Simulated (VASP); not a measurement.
# AlN (P6_3mc) in VASP: notebook

The runs below take AlN through single point, relaxation of shape and atoms at fixed volume, with PBE.

Program: VASP 6.6.1. These are calculated values, not measurements. Logs are shortened: lines on timing, memory, paths and dates and some standing lists are left out, and cuts for length are marked.

### 1 The cell of the first run

Symmetry: P6_3mc, No. 186, hexagonal system. The conventional cell has a = 3.169 Å, b = 3.169 Å, c = 5.091 Å, α = 90.00°, β = 90.00°, γ = 120.00°. Al (site symmetry 3m) has 4 N at 1.93 to 1.94 Å within 2.6 Å. Within 2.6 Å of N (site symmetry 3m) lie 4 Al at 1.93 to 1.94 Å.

### 2 Single point, PBE (11.07 Å³/atom)

The input, INCAR:

```
ALGO     = Normal         # electronic algorithm
EDIFF    = 1E-6           # SCF threshold, eV
ENCUT    = 520            # plane-wave cutoff, eV
GGA      = PE             # functional
ISIF     = 2              # what is computed and relaxed
ISMEAR   = 0              # smearing method
LASPH    = True           # aspherical terms in the spheres
LCHARG   = False          # write CHGCAR
LREAL    = False          # projectors in reciprocal space
LWAVE    = False          # write WAVECAR
NBANDS   = 16             # bands
NELM     = 100            # most SCF steps
PREC     = Accurate       # precision mode
SIGMA    = 0.05           # smearing width, eV
```

The input, KPOINTS:

```
k-points
0
Gamma
  12 12 8
```

The input, POSCAR:

```
AlN
1.0
    3.1692210424      0.0000000000      0.0000000000
   -1.5846105212      2.7446259330      0.0000000000
    0.0000000000      0.0000000000      5.0911692340
Al N
2 2
Direct
    0.3333333333      0.6666666667      0.0019687875
    0.6666666667      0.3333333333      0.5019687875
    0.3333333333      0.6666666667      0.3830312125
    0.6666666667      0.3333333333      0.8830312125
```

Potentials or basis: VASP PAW PBE potentials, release 64 (Al, N).

Launch:

```
> cat potpaw_PBE.64/Al/POTCAR potpaw_PBE.64/N/POTCAR > POTCAR
> mpirun -np 1 vasp_std > vasp.out
```

OUTCAR:

```text
EDIFF = 1E-6
   ENCUT = 520
   GGA = PE
   ISIF = 2
   ISMEAR = 0
   LASPH = True
   LREAL = False
   NELM = 100
   PREC = Accurate

 ion  position               nearest neighbor table
   1  0.333  0.667  0.002-   4 1.93   4 1.93   4 1.93   3 1.94   2 3.13   2 3.13   2 3.13   2 3.13
                             2 3.13   2 3.13
   2  0.667  0.333  0.502-   3 1.93   3 1.93   3 1.93   4 1.94   1 3.13   1 3.13   1 3.13   1 3.13
                             1 3.13   1 3.13
   3  0.333  0.667  0.383-   2 1.93   2 1.93   2 1.93   1 1.94
   4  0.667  0.333  0.883-   1 1.93   1 1.93   1 1.93   2 1.94

  LATTYP: Found a hexagonal cell.
 ALAT       =     3.1692210424
 C/A-ratio  =     1.6064418246

  Lattice vectors:

 A1 = (   3.1692210424,   0.0000000000,   0.0000000000)
 A2 = (  -1.5846105212,   2.7446259330,   0.0000000000)
 A3 = (   0.0000000000,   0.0000000000,   5.0911692340)

Analysis of symmetry for initial positions (statically):
=====================================================================
 Subroutine PRICEL returns:
 Original cell was already a primitive cell.

 Routine SETGRP: Setting up the symmetry group for a
 hexagonal supercell.

 Subroutine GETGRP returns: Found 12 space group operations
 (whereof  6 operations were pure point group operations)
 out of a pool of 24 trial point group operations.

The static configuration has the point symmetry C_3v.
 The point group associated with its full space group is C_6v.

Analysis of symmetry for dynamics (positions and initial velocities):
=====================================================================
 Subroutine PRICEL returns:
 Original cell was already a primitive cell.

 Routine SETGRP: Setting up the symmetry group for a
 hexagonal supercell.

 Subroutine GETGRP returns: Found 12 space group operations
 (whereof  6 operations were pure point group operations)
 out of a pool of 24 trial point group operations.

The dynamic configuration has the point symmetry C_3v.
 The point group associated with its full space group is C_6v.

 Subroutine INISYM returns: Found 12 space group operations
 (whereof  6 operations are pure point group operations),
 and found     1 'primitive' translations

----------------------------------------------------------------------------------------

                                     Primitive cell

  volume of cell :      44.2847

  direct lattice vectors                    reciprocal lattice vectors
     3.169221042  0.000000000  0.000000000     0.315534949  0.182174188  0.000000000
    -1.584610521  2.744625933  0.000000000     0.000000000  0.364348375  0.000000000
     0.000000000  0.000000000  5.091169234     0.000000000  0.000000000  0.196418535

  length of vectors
     3.169221042  3.169221042  5.091169234     0.364348375  0.364348375  0.196418535

  position of ions in fractional coordinates (direct lattice)
     0.333333333  0.666666667  0.001968787
     0.666666667  0.333333333  0.501968787
     0.333333333  0.666666667  0.383031213
     0.666666667  0.333333333  0.883031213

  ion indices of the primitive-cell ions
   primitive index   ion index
                 1           1
                 2           2
                 3           3
                 4           4

----------------------------------------------------------------------------------------

 KPOINTS: k-points

Automatic generation of k-mesh.
 Grid dimensions read from file:
 generate k-points for:   12   12    8

 Generating k-lattice:

  Cartesian coordinates                     Fractional coordinates (reciprocal lattice)
     0.026294579  0.015181182  0.000000000     0.083333333  0.000000000  0.000000000
     0.000000000  0.030362365  0.000000000     0.000000000  0.083333333  0.000000000
     0.000000000  0.000000000  0.024552317     0.000000000  0.000000000  0.125000000

  Length of vectors
     0.030362365  0.030362365  0.024552317

  Shift w.r.t. Gamma in fractional coordinates (k-lattice)
     0.000000000  0.000000000  0.000000000

 Subroutine IBZKPT returns following result:
[... 49 lines left out ...]
 Fermi energy:         5.8435580798

 k-point     1 :       0.0000    0.0000    0.0000
  band No.  band energies     occupation
      1      -9.2399      2.00000
      2      -7.2819      2.00000
      3      -0.1433      2.00000
      4       4.7823      2.00000
      5       4.7823      2.00000
      6       5.4095      2.00000
[... 8 lines left out ...]
     15      18.2059      0.00000
     16      18.2059      0.00000

 k-point     2 :       0.0833    0.0000    0.0000
  band No.  band energies     occupation
      1      -9.1570      2.00000
      2      -7.2353      2.00000
      3      -0.0425      2.00000
      4       4.3807      2.00000
      5       4.6717      2.00000
      6       4.9877      2.00000
[... 8 lines left out ...]
     15      18.1763      0.00000
     16      18.2892      0.00000

 k-point     3 :       0.1667    0.0000    0.0000
  band No.  band energies     occupation
      1      -8.9162      2.00000
      2      -7.1076      2.00000
      3       0.2543      2.00000
      4       3.4061      2.00000
      5       4.1211      2.00000
      6       4.4099      2.00000
[... 8 lines left out ...]
     15      17.5503      0.00000
     16      18.0376      0.00000

 k-point     4 :       0.2500    0.0000    0.0000
  band No.  band energies     occupation
      1      -8.5427      2.00000
      2      -6.9390      2.00000
      3       0.7279      2.00000
      4       2.2785      2.00000
      5       3.1875      2.00000
      6       4.1077      2.00000
[... 8 lines left out ...]
     15      17.1315      0.00000
     16      18.4469      0.00000
[... 324 lines left out ...]
 k-point    22 :       0.1667    0.0000    0.1250
  band No.  band energies     occupation
      1      -8.8632      2.00000
      2      -7.2020      2.00000
      3       0.4117      2.00000
      4       3.4447      2.00000
      5       3.9876      2.00000
      6       4.4408      2.00000
[... 8 lines left out ...]
     15      17.5812      0.00000
     16      18.0881      0.00000

 k-point    23 :       0.2500    0.0000    0.1250
  band No.  band energies     occupation
      1      -8.4937      2.00000
      2      -7.0178      2.00000
      3       0.8014      2.00000
      4       2.3721      2.00000
      5       3.0834      2.00000
      6       4.1433      2.00000
[... 8 lines left out ...]
     15      17.3490      0.00000
     16      18.4760      0.00000

 k-point    24 :       0.3333    0.0000    0.1250
  band No.  band energies     occupation
      1      -8.0450      2.00000
      2      -6.8552      2.00000
      3       0.9567      2.00000
      4       1.7343      2.00000
      5       2.3284      2.00000
      6       3.8832      2.00000
[... 8 lines left out ...]
     15      17.3956      0.00000
     16      19.3838      0.00000

 [... further k-points ...]

------------------------ aborting loop because EDIFF is reached ----------------------------------------

  FORCE on cell =-STRESS in cart. coord.  units (eV):
  Direction    XX          YY          ZZ          XY          YZ          ZX
  --------------------------------------------------------------------------------------
  -------------------------------------------------------------------------------------
  Total       -2.0100925     -2.0100925     -2.0006892      0.0000000      0.0000000      0.0000000
  in kB      -72.7232686    -72.7232686    -72.3830677      0.0000000      0.0000000      0.0000000
  external PRESSURE =     -72.6098683 kB  Pullay stress =       0.0000000 kB

 VOLUME and BASIS-vectors are now :
 -----------------------------------------------------------------------------
  energy-cutoff  :      520.00
  volume of cell :       44.28
      direct lattice vectors                 reciprocal lattice vectors
     3.169221042  0.000000000  0.000000000     0.315534949  0.182174188  0.000000000
    -1.584610521  2.744625933  0.000000000     0.000000000  0.364348375  0.000000000
     0.000000000  0.000000000  5.091169234     0.000000000  0.000000000  0.196418535

 POSITION                                       TOTAL-FORCE (eV/Angst)
 -----------------------------------------------------------------------------------
     -0.00000      1.82975      0.01002         0.000000     -0.000000      0.005681
      1.58461      0.91488      2.55561        -0.000000      0.000000      0.005681
     -0.00000      1.82975      1.95008         0.000000      0.000000     -0.005681
      1.58461      0.91488      4.49566        -0.000000     -0.000000     -0.005681
 -----------------------------------------------------------------------------------
    total drift:                               -0.000000      0.000000     -0.000000

  FREE ENERGIE OF THE ION-ELECTRON SYSTEM (eV)
  ---------------------------------------------------
  free  energy   TOTEN  =       -29.7400642440 eV

  energy  without entropy=      -29.7400642440  energy(sigma->0) =      -29.74006424
```

Run time: 65 s. Hardware: 1 thread of Intel Xeon 8259CL, shared host; peak memory 0.19 GiB.

What came out:

```
Free energy            : -29.7401 eV
Pressure               : -7.3 GPa
Largest force          : 0.006 eV/Å
Band gap on the k mesh : 3.72 eV
```

Forces in eV/Å, atoms in the order of the input:
```
Al   0.000  0.000  0.006
Al   0.000  0.000  0.006
N    0.000  0.000 -0.006
N    0.000  0.000 -0.006
```

Levels at points of the mesh, in eV from the valence-band top:
```tsv
k point	band 6	band 7	band 8	band 9	band 10	band 11
(0.00, 0.00, 0.00)	-0.18	-0.18	0.00	3.72	6.20	10.14
(0.50, 0.00, 0.00)	-1.98	-1.68	-0.66	5.65	5.67	7.70
(0.00, 0.00, 0.50)	-0.50	-0.50	-0.50	5.99	5.99	9.85
(0.50, 0.00, 0.50)	-1.39	-1.31	-1.31	5.12	5.12	8.91
```

Caveat: the cell stands under tension. A k mesh can miss the band edges.

### 3 Relaxation of shape and atoms at fixed volume, PBE (10.22 Å³/atom)

This run uses another cell than the first one, of 10.22 Å³/atom.

The input, INCAR:

```
SYSTEM = AlN
PREC = Accurate
ENCUT = 600
EDIFF = 1E-6
ISMEAR = 0
SIGMA = 0.05
LREAL = .FALSE.
LASPH = .TRUE.
NELM = 80
ALGO = Normal
ISIF = 4
LWAVE = .FALSE.
LCHARG = .FALSE.
GGA = PE
IBRION = 2
NSW = 60
EDIFFG = -0.01
```

The input, KPOINTS:

```
Automatic mesh
0
G
  12 12 8
  0 0 0
```

The input, POSCAR:

```
AlN
1.0
    3.0888956194      0.0000000000      0.0000000000
   -1.5444478097      2.6750620761      0.0000000000
    0.0000000000      0.0000000000      4.9471379793
Al N
2 2
Direct
    0.3333333333      0.6666666667      0.0016257142
    0.6666666667      0.3333333333      0.5016257142
    0.3333333333      0.6666666667      0.3833742858
    0.6666666667      0.3333333333      0.8833742858
```

Potentials or basis: VASP PAW PBE potentials, release 64 (Al, N).

Launch:

```
> cat potpaw_PBE.64/Al/POTCAR potpaw_PBE.64/N/POTCAR > POTCAR
> mpirun -np 1 vasp_std > vasp.out
```

Wall time 1.8 min (1 thread of Intel Xeon 8259CL, shared host); peak memory 0.21 GiB.

It converged, with:

```yaml
Free_energy: -29.7416 eV
Energy_gained_by_relaxing: 0.0 meV/atom
Ionic_steps: 2
Pressure_after_relaxing: 8.1 GPa
Largest_force_after_relaxing: 0.007 eV/Å
Band_gap_on_the_k_mesh: 4.39 eV
```

Forces in eV/Å, atoms in the order of the input:
```
Al   0.000  0.000 -0.007
Al   0.000  0.000 -0.007
N    0.000  0.000  0.007
N    0.000  0.000  0.007
```

Stress tensor (GPa, compression positive):
```
8.19 0.00 0.00
0.00 8.19 0.00
0.00 0.00 8.07
```

Final structure:
```yaml
crystal:
  lattice:
    - [3.08978, 0.00000, 0.00000]
    - [-1.54489, 2.67583, 0.00000]
    - [0.00000, 0.00000, 4.94430]
  atoms:
    - { symbol: Al, position: [0.33333, 0.66667, 0.00149] }
    - { symbol: Al, position: [0.66667, 0.33333, 0.50149] }
    - { symbol: N, position: [0.33333, 0.66667, 0.38351] }
    - { symbol: N, position: [0.66667, 0.33333, 0.88351] }
```

Levels at points of the mesh, in eV from the valence-band top:
```tsv
k point	band 5	band 6	band 7	band 8	band 9	band 10	band 11	band 12
(0.00, 0.00, 0.00)	-0.89	-0.23	-0.23	0.00	4.39	6.84	10.79	11.29
(0.50, 0.00, 0.00)	-3.40	-2.13	-1.81	-0.71	5.85	5.88	8.36	10.43
(0.00, 0.00, 0.50)	-0.57	-0.57	-0.57	-0.57	6.65	6.65	10.50	10.50
(0.50, 0.00, 0.50)	-1.50	-1.50	-1.39	-1.39	5.38	5.38	9.38	9.38
```

A k mesh can miss the band edges. A hybrid or GW would open this gap; PBE tends to underestimate it.

### 4 Relaxation of shape and atoms at fixed volume, PBE (10.43 Å³/atom)

This run uses another cell than the first one, of 10.43 Å³/atom.

The input, INCAR:

```
SYSTEM = AlN
PREC = Accurate
ENCUT = 600
EDIFF = 1E-6
ISMEAR = 0
SIGMA = 0.05
LREAL = .False.
LASPH = .True.
NELM = 80
ALGO = Normal
ISIF = 4
LWAVE = .False.
LCHARG = .False.
GGA = PE
IBRION = 2
NSW = 60
EDIFFG = -0.01
```

The input, KPOINTS:

```
regular mesh
0
Gamma
  12 12 8
  0 0 0
```

The input, POSCAR:

```
AlN
1.0
    3.1092216006      0.0000000000      0.0000000000
   -1.5546108003      2.6926648921      0.0000000000
    0.0000000000      0.0000000000      4.9843895766
Al N
2 2
Direct
    0.3333333333      0.6666666667      0.0017302439
    0.6666666667      0.3333333333      0.5017302439
    0.3333333333      0.6666666667      0.3832697561
    0.6666666667      0.3333333333      0.8832697561
```

Launch:

```
> cat potpaw_PBE.64/Al/POTCAR potpaw_PBE.64/N/POTCAR > POTCAR
> mpirun -np 1 vasp_std > vasp.out
```

Wall time 82 s (1 thread of Intel Xeon 8259CL, shared host); peak memory 0.21 GiB.

The run converged. Its results:

```yaml
Free_energy: -29.7739 eV
Pressure_after_relaxing: 3.7 GPa
Largest_force_after_relaxing: 0.007 eV/Å
Band_gap_on_the_k_mesh: 4.22 eV
```

Forces on the atoms (eV/Å):
```
Al   0.000  0.000 -0.007
Al   0.000  0.000 -0.007
N    0.000  0.000  0.007
N    0.000  0.000  0.007
```

Stress tensor (GPa, compression positive):
```
3.77 0.00 0.00
0.00 3.77 0.00
0.00 0.00 3.55
```

Final structure:
```xyz
4
Lattice="3.1092 0.0000 0.0000 -1.5546 2.6927 0.0000 0.0000 0.0000 4.9844" Properties=species:S:1:pos:R:3 pbc="T T T"
Al    0.0000    1.7951    0.0086
Al    1.5546    0.8976    2.5008
N     0.0000    1.7951    1.9104
N     1.5546    0.8976    4.4026
```

Levels at points of the mesh, in eV from the valence-band top:
| k point | band 5 | band 6 | band 7 | band 8 | band 9 | band 10 | band 11 | band 12 |
| --- | --- | --- | --- | --- | --- | --- | --- | --- |
| (0.00, 0.00, 0.00) | -0.85 | -0.21 | -0.21 | 0.00 | 4.22 | 6.68 | 10.62 | 11.17 |
| (0.50, 0.00, 0.00) | -3.34 | -2.08 | -1.77 | -0.69 | 5.81 | 5.83 | 8.20 | 10.29 |
| (0.00, 0.00, 0.50) | -0.54 | -0.54 | -0.54 | -0.54 | 6.48 | 6.48 | 10.33 | 10.33 |
| (0.50, 0.00, 0.50) | -1.46 | -1.46 | -1.36 | -1.36 | 5.31 | 5.31 | 9.27 | 9.27 |

Caveat: the relaxation stopped at its first step, so nothing moved. PBE gaps usually lie below the measured ones, often by a third to a half.

### 5 Relaxation of shape and atoms at fixed volume, PBE (10.86 Å³/atom)

This run uses another cell than the first one, of 10.86 Å³/atom.

The input, INCAR:

```
SYSTEM = AlN
PREC = Accurate ; ENCUT = 600
EDIFF = 1E-6 ; ISMEAR = 0
SIGMA = 0.05 ; LREAL = .FALSE.
LASPH = .TRUE. ; NELM = 80
ALGO = Normal ; ISIF = 4
LWAVE = .FALSE. ; LCHARG = .FALSE.
GGA = PE ; IBRION = 2
NSW = 60 ; EDIFFG = -0.01
```

The input, KPOINTS:

```
Automatic mesh
0
G
  12 12 8
  0 0 0
```

The input, POSCAR:

```
AlN
1.0
    3.1509610993      0.0000000000      0.0000000000
   -1.5754805496      2.7288123584      0.0000000000
    0.0000000000      0.0000000000      5.0513021191
Al N
2 2
Direct
    0.3333333333      0.6666666667      0.0017302439
    0.6666666667      0.3333333333      0.5017302439
    0.3333333333      0.6666666667      0.3832697561
    0.6666666667      0.3333333333      0.8832697561
```

Launch:

```
> cat potpaw_PBE.64/Al/POTCAR potpaw_PBE.64/N/POTCAR > POTCAR
> mpirun -np 1 vasp_std > vasp.out
```

Run time: 1.8 min. Hardware: 1 thread of Intel Xeon 8259CL, shared host; peak memory 0.21 GiB.

The run converged. Its results:

- Free energy: -29.7726 eV
- Energy gained by relaxing: 0.0 meV/atom
- Ionic steps: 2
- Pressure after relaxing: -4.1 GPa
- Largest force after relaxing: 0.009 eV/Å
- Band gap on the k mesh: 3.88 eV

Forces in eV/Å, atoms in the order of the input:
```
Al   0.000  0.000  0.009
Al   0.000  0.000  0.009
N    0.000  0.000 -0.009
N    0.000  0.000 -0.009
```

Final structure:
```yaml
crystal:
  lattice:
    - [3.14993, 0.00000, 0.00000]
    - [-1.57496, 2.72792, 0.00000]
    - [0.00000, 0.00000, 5.05462]
  atoms:
    - { symbol: Al, position: [0.33333, 0.66667, 0.00180] }
    - { symbol: Al, position: [0.66667, 0.33333, 0.50180] }
    - { symbol: N, position: [0.33333, 0.66667, 0.38320] }
    - { symbol: N, position: [0.66667, 0.33333, 0.88320] }
```

Levels at points of the mesh, in eV from the valence-band top:
| k point | band 4 | band 5 | band 6 | band 7 | band 8 | band 9 | band 10 | band 11 | band 12 |
| --- | --- | --- | --- | --- | --- | --- | --- | --- | --- |
| (0.00, 0.00, 0.00) | -0.83 | -0.83 | -0.19 | -0.19 | 0.00 | 3.88 | 6.35 | 10.30 | 10.90 |
| (0.50, 0.00, 0.00) | -4.08 | -3.24 | -2.02 | -1.71 | -0.67 | 5.70 | 5.72 | 7.86 | 10.00 |
| (0.00, 0.00, 0.50) | -3.27 | -0.52 | -0.52 | -0.52 | -0.52 | 6.15 | 6.15 | 10.01 | 10.01 |
| (0.50, 0.00, 0.50) | -5.44 | -1.42 | -1.42 | -1.33 | -1.33 | 5.18 | 5.18 | 9.02 | 9.02 |

### 6 Overview

```tsv
task	cell	cutoff (eV)	gap on the mesh (eV)	pressure (GPa)	largest force (eV/Å)
single point	a = 3.169, b = 3.169, c = 5.091 Å, angles 90.0, 90.0, 120.0°, 4 atoms, atomic positions A	520	3.72	-7.3	0.01
relaxation of shape and atoms at fixed volume	relaxed from a = 3.089, b = 3.089, c = 4.947 Å, angles 90.0, 90.0, 120.0°, 4 atoms, atomic positions B	600	4.39	8.1	0.01
relaxation of shape and atoms at fixed volume	relaxed from a = 3.109, b = 3.109, c = 4.984 Å, angles 90.0, 90.0, 120.0°, 4 atoms, atomic positions C	600	4.22	3.7	0.01
relaxation of shape and atoms at fixed volume	relaxed from a = 3.151, b = 3.151, c = 5.051 Å, angles 90.0, 90.0, 120.0°, 4 atoms, atomic positions C	600	3.88	-4.1	0.01
```

Alike in all rows: level PBE; potentials or basis VASP PAW PBE potentials, release 64 (Al, N); no spin polarisation; k mesh 12 × 12 × 8; smearing gaussian 0.05 eV.

Caveats: the cell stands under tension (at least some runs); the relaxation stopped at its first step, so nothing moved (at least some runs).

Total energies depend on the potentials used, so only differences within one code and one set of settings carry meaning.
